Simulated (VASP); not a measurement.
# NaGaF2 (P-3m1) in VASP: a series of runs

NaGaF2 is run at these levels: PBE; tasks: single point, relaxation of cell and atoms.

Program: VASP 6.6.1. These are calculated values, not measurements. Logs are shortened: lines on timing, memory, paths and dates and some standing lists are left out, and cuts for length are marked.

## 1. The cell of the first run

The structure is trigonal, space group P-3m1 (No. 164). The conventional cell has a = 3.342 Å, b = 3.342 Å, c = 6.286 Å, α = 90.00°, β = 90.00°, γ = 120.00°. Within 3.1 Å of Na (site symmetry -3m) lie 6 F at 2.36 Å. Ga (site symmetry -3m) has 6 F at 2.62 Å and 2 Na at 3.14 Å and 6 Ga at 3.34 Å within 3.5 Å. F (site symmetry 3m) has 3 Na at 2.36 Å and 3 Ga at 2.62 Å within 3.1 Å.

## 2. Single point, PBE

INCAR reads:

```
ALGO = Normal ; EDIFF = 1E-6
ENCUT = 520 ; GGA = PE
ISIF = 2 ; ISMEAR = 0
LASPH = True ; LCHARG = False
LREAL = False ; LWAVE = False
NBANDS = 25 ; NELM = 100
PREC = Accurate ; SIGMA = 0.02
```

KPOINTS reads:

```
k-points
0
Gamma
  12 12 6
```

POSCAR reads:

```
NaGaF2
1.0
    3.3415011744      0.0000000000      0.0000000000
   -1.6707505872      2.8938249038      0.0000000000
    0.0000000000      0.0000000000      6.2857303107
Na Ga F
1 1 2
Direct
    0.0000000000      0.0000000000      0.0000000000
    0.0000000000      0.0000000000      0.5000000000
    0.3333333333      0.6666666667      0.7831586533
    0.6666666667      0.3333333333      0.2168413467
```

Potentials or basis: VASP PAW PBE potentials, release 64 (Na_pv, Ga_d, F).

Launch:

```
cat potpaw_PBE.64/Na_pv/POTCAR potpaw_PBE.64/Ga_d/POTCAR potpaw_PBE.64/F/POTCAR > POTCAR
mpirun -np 1 vasp_std > vasp.out
```

OUTCAR:

```text
EDIFF = 1E-6
   ENCUT = 520
   GGA = PE
   ISIF = 2
   ISMEAR = 0
   LASPH = True
   LREAL = False
   NELM = 100
   PREC = Accurate

 ion  position               nearest neighbor table
   1  0.000  0.000  0.000-
   2  0.000  0.000  0.500-
   3  0.333  0.667  0.783-
   4  0.667  0.333  0.217-

  LATTYP: Found a hexagonal cell.
 ALAT       =     3.3415011744
 C/A-ratio  =     1.8811097117

  Lattice vectors:

 A1 = (   3.3415011744,   0.0000000000,   0.0000000000)
 A2 = (  -1.6707505872,   2.8938249038,   0.0000000000)
 A3 = (   0.0000000000,   0.0000000000,   6.2857303107)

Analysis of symmetry for initial positions (statically):
=====================================================================
 Subroutine PRICEL returns:
 Original cell was already a primitive cell.

 Routine SETGRP: Setting up the symmetry group for a
 hexagonal supercell.

 Subroutine GETGRP returns: Found 12 space group operations
 (whereof 12 operations were pure point group operations)
 out of a pool of 24 trial point group operations.

The static configuration has the point symmetry D_3d.

Analysis of symmetry for dynamics (positions and initial velocities):
=====================================================================
 Subroutine PRICEL returns:
 Original cell was already a primitive cell.

 Routine SETGRP: Setting up the symmetry group for a
 hexagonal supercell.

 Subroutine GETGRP returns: Found 12 space group operations
 (whereof 12 operations were pure point group operations)
 out of a pool of 24 trial point group operations.

The dynamic configuration has the point symmetry D_3d.

 Subroutine INISYM returns: Found 12 space group operations
 (whereof 12 operations are pure point group operations),
 and found     1 'primitive' translations

----------------------------------------------------------------------------------------

                                     Primitive cell

  volume of cell :      60.7812

  direct lattice vectors                    reciprocal lattice vectors
     3.341501174  0.000000000  0.000000000     0.299266691  0.172781705  0.000000000
    -1.670750587  2.893824904  0.000000000     0.000000000  0.345563409  0.000000000
     0.000000000  0.000000000  6.285730311     0.000000000  0.000000000  0.159090504

  length of vectors
     3.341501174  3.341501174  6.285730311     0.345563409  0.345563409  0.159090504

  position of ions in fractional coordinates (direct lattice)
     0.000000000  0.000000000  0.000000000
     0.000000000  0.000000000  0.500000000
     0.333333333  0.666666667  0.783158653
     0.666666667  0.333333333  0.216841347

  ion indices of the primitive-cell ions
   primitive index   ion index
                 1           1
                 2           2
                 3           3
                 4           4

----------------------------------------------------------------------------------------

 KPOINTS: k-points

Automatic generation of k-mesh.
 Grid dimensions read from file:
 generate k-points for:   12   12    6

 Generating k-lattice:

  Cartesian coordinates                     Fractional coordinates (reciprocal lattice)
     0.024938891  0.014398475  0.000000000     0.083333333  0.000000000  0.000000000
     0.000000000  0.028796951  0.000000000     0.000000000  0.083333333  0.000000000
     0.000000000  0.000000000  0.026515084     0.000000000  0.000000000  0.166666667

  Length of vectors
     0.028796951  0.028796951  0.026515084

  Shift w.r.t. Gamma in fractional coordinates (k-lattice)
     0.000000000  0.000000000  0.000000000

 Subroutine IBZKPT returns following result:
 ===========================================

 Found    100 irreducible k-points:

 Following reciprocal coordinates:
            Coordinates               Weight
  0.000000  0.000000  0.000000      1.000000
  0.083333  0.000000  0.000000      6.000000
  0.166667  0.000000  0.000000      6.000000
  0.250000  0.000000  0.000000      6.000000
  0.333333  0.000000  0.000000      6.000000
  0.416667  0.000000  0.000000      6.000000
[... 16 lines left out ...]
  0.166667  0.000000  0.166667      6.000000
  0.000000  0.166667  0.166667      6.000000
 [... further k-points ...]
   k-points           NKPTS =    100   k-points in BZ     NKDIM =    100   number of bands    NBANDS=     25
   number of dos      NEDOS =    301   number of ions     NIONS =      4
   total plane-waves  NPLWV =  37632
   dimension x,y,z NGX =    28 NGY =   28 NGZ =   48
   dimension x,y,z NGXF=    56 NGYF=   56 NGZF=   96
   ions per type =               1   1   2
   NGX,Y,Z   is equivalent  to a cutoff of  13.93, 13.93, 12.70 a.u.
   NGXF,Y,Z  is equivalent  to a cutoff of  27.86, 27.86, 25.39 a.u.
 SYSTEM =  unknown system
   PREC   = accura    normal or accurate (medium, high low for compatibility)
   ISTART =      0    job   : 0-new  1-cont  2-samecut
   ICHARG =      2    charge: 1-file 2-atom 10-const
   ISPIN  =      1    spin polarized calculation?
   LNONCOLLINEAR =      F non collinear calculations
   LSORBIT =      F    spin-orbit coupling
   LASPH  =      T    aspherical Exc in radial PAW
   ENCUT  =  520.0 eV  38.22 Ry    6.18 a.u.   6.21  6.21 11.69*2*pi/ulx,y,z
   NELM   =    100;   NELMIN=  2; NELMDL= -5     # of ELM steps
   EDIFF  = 0.1E-05   stopping-criterion for ELM
   LREAL  =      F    real-space projection
   EDIFFG = 0.1E-04   stopping-criterion for IOM
   NSW    =      0    number of steps for IOM
   IBRION =     -1    ionic relax: 0-MD 1-quasi-New 2-CG
   NFREE  =      0    steps in history (QN), initial steepest desc. (CG)
   ISIF   =      2    stress and relaxation
   ISYM   =      2    0-nonsym 1-usesym 2-fastsym
   POTIM  = 0.5000    time-step for ionic-motion
   TEBEG  =    0.0;   TEEND  =   0.0 temperature during run
   PSTRESS=    0.0 pullay stress
   NELECT =      34.0000    total number of electrons
   NUPDOWN=      -1.0000    fix difference up-down
   EMIN   =  10.00;   EMAX   =-10.00  energy-range for DOS
   EFERMI =   0.00;   METHOD = LEGACY
   ISMEAR =     0;   SIGMA  =   0.02  broadening in eV -4-tet -1-fermi 0-gaus
   EFERMI_NEDOS =   21; number of points for ismear=-14 and -15
   IALGO  =     38    algorithm
   IMIX   =      4    mixing-type and parameters
     AMIX     =   0.40;   BMIX     =  1.00
     AMIX_MAG =   1.60;   BMIX_MAG =  1.00
  volume/ion in A,a.u.               =      15.20       102.54
  Fermi-wavevector in a.u.,A,eV,Ry     =   1.348894  2.549041 24.756017  1.819516
  Thomas-Fermi vector in A             =   2.476526
   LORBIT       =      0    0 simple, 1 ext, 2 COOP (PROOUT), +10 PAW based schemes
   GGA     = PE    functional components
   LHFCALC =     F    Hartree Fock is set to
   AEXX    =    0.0000 exact exchange contribution
   IVDW    =     0    specifies the selected vdW correction
   LEPSILON=     F    determine dielectric tensor
   LRPA    =     F    only Hartree local field effects (RPA)
 non-spin polarized calculation
 Gauss-broadening in eV      SIGMA  =   0.02
  energy-cutoff  :      520.00
  volume of cell :       60.78
 maximum number of plane-waves:      1655
 NGX is ok and might be reduce to    28
   NGX = 13   NGY = 13   NGZ = 23

 number of electron      33.9999997 magnetization

 Free energy of the ion-electron system (eV)
  ---------------------------------------------------
  ext. energy  EPLUGINS =         0.00000000
  ---------------------------------------------------
  free energy    TOTEN  =       -16.00629401 eV

  energy without entropy =      -16.00629401  energy(sigma->0) =      -16.00629401

 E-fermi :   0.7928     XC(G=0):  -9.2760

 val. band max:        0.6508756001   @ k =   0.3333   0.3333   0.5000
 cond. band min:       2.8513165289   @ k =   0.5000   0.0000   0.5000
 fundamental gap:      2.2004409288
 Fermi energy:         0.7927971221

 k-point     1 :       0.0000    0.0000    0.0000
  band No.  band energies     occupation
      1     -21.1587      2.00000
      2     -20.7365      2.00000
      3     -20.6485      2.00000
      4     -20.6485      2.00000
      5     -20.1426      2.00000
      6     -12.7766      2.00000
[... 17 lines left out ...]
     24      16.0101      0.00000
     25      16.0101      0.00000

 k-point     2 :       0.0833    0.0000    0.0000
  band No.  band energies     occupation
      1     -21.1414      2.00000
      2     -20.8174      2.00000
      3     -20.6500      2.00000
      4     -20.5614      2.00000
      5     -20.1548      2.00000
      6     -12.7743      2.00000
[... 17 lines left out ...]
     24      15.2499      0.00000
     25      16.3814      0.00000

 k-point     3 :       0.1667    0.0000    0.0000
  band No.  band energies     occupation
      1     -21.0942      2.00000
      2     -20.9138      2.00000
      3     -20.6539      2.00000
      4     -20.4480      2.00000
      5     -20.1889      2.00000
      6     -12.7783      2.00000
[... 17 lines left out ...]
     24      14.9759      0.00000
     25      16.8421      0.00000

 k-point     4 :       0.2500    0.0000    0.0000
  band No.  band energies     occupation
      1     -21.0556      2.00000
      2     -20.9565      2.00000
      3     -20.6593      2.00000
      4     -20.3689      2.00000
      5     -20.2227      2.00000
      6     -12.7861      2.00000
[... 17 lines left out ...]
     24      15.2546      0.00000
     25      15.9661      0.00000
[... 477 lines left out ...]
 k-point    22 :       0.0000    0.0833    0.1667
  band No.  band energies     occupation
      1     -21.1454      2.00000
      2     -20.8123      2.00000
      3     -20.6500      2.00000
      4     -20.5583      2.00000
      5     -20.1590      2.00000
      6     -12.7742      2.00000
[... 17 lines left out ...]
     24      15.7240      0.00000
     25      16.3446      0.00000

 k-point    23 :       0.1667    0.0000    0.1667
  band No.  band energies     occupation
      1     -21.0967      2.00000
      2     -20.9114      2.00000
      3     -20.6539      2.00000
      4     -20.4456      2.00000
      5     -20.1915      2.00000
      6     -12.7782      2.00000
[... 17 lines left out ...]
     24      14.9314      0.00000
     25      17.0794      0.00000

 k-point    24 :       0.0000    0.1667    0.1667
  band No.  band energies     occupation
      1     -21.0985      2.00000
      2     -20.9094      2.00000
      3     -20.6539      2.00000
      4     -20.4440      2.00000
      5     -20.1932      2.00000
      6     -12.7783      2.00000
[... 17 lines left out ...]
     24      16.1542      0.00000
     25      16.5316      0.00000

 [... further k-points ...]
[... 5 lines left out ...]
  --------------------------------------------------------------------------------------
  -------------------------------------------------------------------------------------
  Total       -0.0666191     -0.0666191     -0.0515482     -0.0000000      0.0000000      0.0000000
  in kB       -1.7560606     -1.7560606     -1.3587960     -0.0000000      0.0000000      0.0000000
  external PRESSURE =      -1.6236390 kB  Pullay stress =       0.0000000 kB

 VOLUME and BASIS-vectors are now :
 -----------------------------------------------------------------------------
  energy-cutoff  :      520.00
  volume of cell :       60.78
      direct lattice vectors                 reciprocal lattice vectors
     3.341501174  0.000000000  0.000000000     0.299266691  0.172781705  0.000000000
    -1.670750587  2.893824904  0.000000000     0.000000000  0.345563409  0.000000000
     0.000000000  0.000000000  6.285730311     0.000000000  0.000000000  0.159090504

 POSITION                                       TOTAL-FORCE (eV/Angst)
 -----------------------------------------------------------------------------------
      0.00000      0.00000      0.00000         0.000000      0.000000      0.000000
      0.00000      0.00000      3.14287         0.000000      0.000000      0.000000
     -0.00000      1.92922      4.92272         0.000000      0.000000     -0.008468
      1.67075      0.96461      1.36301        -0.000000     -0.000000      0.008468
 -----------------------------------------------------------------------------------
    total drift:                                0.000000     -0.000000      0.000000

  FREE ENERGIE OF THE ION-ELECTRON SYSTEM (eV)
  ---------------------------------------------------
  free  energy   TOTEN  =       -16.0062940074 eV

  energy  without entropy=      -16.0062940074  energy(sigma->0) =      -16.00629401
```

It took 1.9 min on 1 thread of Oxide Virtual Turin-like, shared host; peak memory 0.25 GiB.

What came out:

```yaml
Free_energy: -16.0063 eV
Pressure: -0.2 GPa
Largest_force: 0.008 eV/Å
Band_gap_on_the_k_mesh: 2.20 eV, indirect (least direct gap 2.50 eV)
```

Forces in eV/Å, atoms in the order of the input:
```
Na   0.000  0.000  0.000
Ga   0.000  0.000  0.000
F    0.000  0.000 -0.008
F    0.000  0.000  0.008
```

Levels at points of the mesh, in eV from the valence-band top:
```tsv
k point	band 15	band 16	band 17	band 18	band 19	band 20
(0.00, 0.00, 0.00)	-2.34	-2.34	-1.89	3.87	6.54	9.64
(0.50, 0.00, 0.00)	-2.71	-2.52	-0.30	2.20	6.23	7.52
(0.00, 0.00, 0.50)	-2.32	-2.32	-1.04	2.89	8.74	9.39
(0.50, 0.00, 0.50)	-2.65	-2.59	-0.44	2.20	6.23	7.53
```

(Continued in part 2 of 2.)
